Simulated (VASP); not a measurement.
A run of VASP 6.6.1 is set up as follows.

Contents of INCAR:

```
SYSTEM = MgZn4O
  ALGO = Normal
  EDIFF = 1E-6
  EDIFFG = -0.08
  ENCUT = 600
  GGA = PE
  IBRION = 2
  ISIF = 3
  ISMEAR = 0
  LASPH = .True.
  LCHARG = .False.
  LREAL = .False.
  LWAVE = .False.
  NELM = 80
  NSW = 36
  PREC = Accurate
  SIGMA = 0.2
```

Contents of KPOINTS:

```
k-points
0
Gamma
  4 4 4
  0 0 0
```

The input POSCAR:

```
MgZn4O
1.0
    0.0000000000      3.7248450300      3.7248450300
    3.7248450300      0.0000000000      3.7248450300
    3.7248450300      3.7248450300      0.0000000000
Mg Zn O
1 4 1
Direct
    0.5000000000      0.5000000000      0.5000000000
    0.1209678700      0.1209678700      0.1209678700
    0.1209678700      0.1209678700      0.6370963900
    0.1209678700      0.6370963900      0.1209678700
    0.6370963900      0.1209678700      0.1209678700
    0.2500000000      0.2500000000      0.2500000000
```

Potentials or basis: VASP PAW PBE potentials, release 64 (Mg, Zn, O).

Command:

```console
$ cat potpaw_PBE.64/Mg/POTCAR potpaw_PBE.64/Zn/POTCAR potpaw_PBE.64/O/POTCAR > POTCAR
$ mpirun -np 1 vasp_std > vasp.out
```

Task: What does it give for the space group after relaxing (to 0.05 Å)?

Result: F-43m (No. 216).

Task: Estimate the band gap on the k mesh.

Result: Zero (band 28 reaches 0.72 eV, above the bottom of band 29 at 0.34 eV).

Task: Estimate the relaxed cell.

Result: a = 5.719 Å, b = 5.719 Å, c = 5.719 Å, α = 60.00°, β = 60.00°, γ = 60.00°.

Final structure:
```cif
data_structure
_symmetry_space_group_name_H-M 'P 1'
_symmetry_Int_Tables_number 1
_cell_length_a 5.7192
_cell_length_b 5.7192
_cell_length_c 5.7192
_cell_angle_alpha 60.000
_cell_angle_beta 60.000
_cell_angle_gamma 60.000
_cell_volume 132.28
loop_
_atom_site_label
_atom_site_type_symbol
_atom_site_fract_x
_atom_site_fract_y
_atom_site_fract_z
_atom_site_occupancy
Mg1 Mg 0.50000 0.50000 0.50000 1
Zn1 Zn 0.10971 0.10971 0.10971 1
Zn2 Zn 0.10971 0.10971 0.67088 1
Zn3 Zn 0.10971 0.67088 0.10971 1
Zn4 Zn 0.67088 0.10971 0.10971 1
O1 O 0.25000 0.25000 0.25000 1
```

Caveat: the k points lie up to 0.34 Å⁻¹ apart in the final cell.
